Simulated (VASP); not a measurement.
A run of VASP 6.6.1:

The input INCAR:

```
  ALGO = Normal
  EDIFF = 1E-7
  ENCUT = 520
  GGA = PE
  ISIF = 2
  ISMEAR = -1
  ISPIN = 2
  LASPH = T
  LCHARG = F
  LMAXMIX = 6
  LORBIT = 11
  LREAL = F
  LWAVE = F
  MAGMOM = 6 6
  NBANDS = 30
  NELM = 150
  PREC = Accurate
  SIGMA = 0.05
```

Contents of KPOINTS:

```
k-points
0
Gamma
  11 11 6
```

POSCAR

```
Tb
1.0
    3.6040525810      0.0000000000      0.0000000000
   -1.8020262905      3.1212010917      0.0000000000
    0.0000000000      0.0000000000      5.7808184826
Tb
2
Direct
    0.3333333333      0.6666666667      0.2500000000
    0.6666666667      0.3333333333      0.7500000000
```

Potentials or basis: VASP PAW PBE potentials, release 64 (Tb).

The run is started by

```sh
$ cat potpaw_PBE.64/Tb/POTCAR > POTCAR
$ mpirun -np 1 vasp_std > vasp.out
```

Hardware: 1 thread of Intel(R) Xeon(R) Platinum 8488C (Sapphire Rapids) (shared host).

How long does it take, and how much memory?

Run time: 22 min on 1 thread of Intel(R) Xeon(R) Platinum 8488C (Sapphire Rapids), on a shared host, peak memory 0.37 GiB. Counts: scf iterations 75, k points 64.
